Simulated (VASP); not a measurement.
Set up this calculation in VASP 6.6.1, as the native input.

* Task: relaxation of cell and atoms
* Functional: PBE
* Potentials or basis: VASP PAW PBE potentials, release 64 (H, Mo_sv)
* Cutoff: 600 eV
* k mesh: 6 × 6 × 2
* Occupations: gaussian, width 0.2 eV
* Spin: no spin polarisation
* Dipole correction: no
* Further INCAR settings: ALGO = Normal; EDIFF = 1e-07; IBRION = 2; EDIFFG = -0.025; NSW = 80; ISIF = 3

The structure of Mo6H lies in POSCAR:

```
Mo6H
1.0
    3.1789369183      0.0188655563     -0.0262086985
    0.0188655563      3.1765184075      0.0116342744
   -0.0797682139      0.0354098196      9.6141654222
H Mo
1 6
Direct
   -0.0123538419      0.0103647730      0.9891881853
    0.4682370106     -0.0104158837      0.5875033263
   -0.0046285870      0.4932915661      0.4220840805
    0.0098502450      0.4967073645      0.0962847654
    0.5103464044      0.0069512371      0.9027963899
    0.0042838449      0.4861714009      0.7513350961
    0.5242649240      0.0169295420      0.2508081565
```

One way to write it, as run:

INCAR

```
  PREC = Accurate
  ENCUT = 600
  EDIFF = 1E-7
  ISMEAR = 0
  SIGMA = 0.2
  LREAL = F
  LASPH = T
  NELM = 100
  ALGO = Normal
  ISIF = 3
  LWAVE = F
  LCHARG = F
  GGA = PE
  IBRION = 2
  NSW = 80
  EDIFFG = -0.025
```

KPOINTS

```
regular mesh
0
Gamma
  6 6 2
```

Potentials or basis: VASP PAW PBE potentials, release 64 (H, Mo_sv).

Run with:

```sh
$ cat potpaw_PBE.64/H/POTCAR potpaw_PBE.64/Mo_sv/POTCAR > POTCAR
$ mpirun -np 1 vasp_std > vasp.out
```

It gave:

```yaml
Relaxed_volume: 14.01 Å³/atom
Relaxed_cell: a = 3.185 Å, b = 3.185 Å, c = 9.668 Å, α = 89.94°, β = 89.96°, γ = 90.02°
Space_group_after_relaxing_to_0.1_Å: P-4m2 (No. 115)
Energy_gained_by_relaxing: 35.3 meV/atom
Ionic_steps: 16
Pressure_after_relaxing: 0.0 GPa
Largest_force_after_relaxing: 0.018 eV/Å
Band_gap_on_the_k_mesh: zero (an odd number of electrons rules out a gap without spin polarisation)
```

It took 79 min on 1 thread of Intel Xeon 8259CL (shared host), peak memory 0.36 GiB.
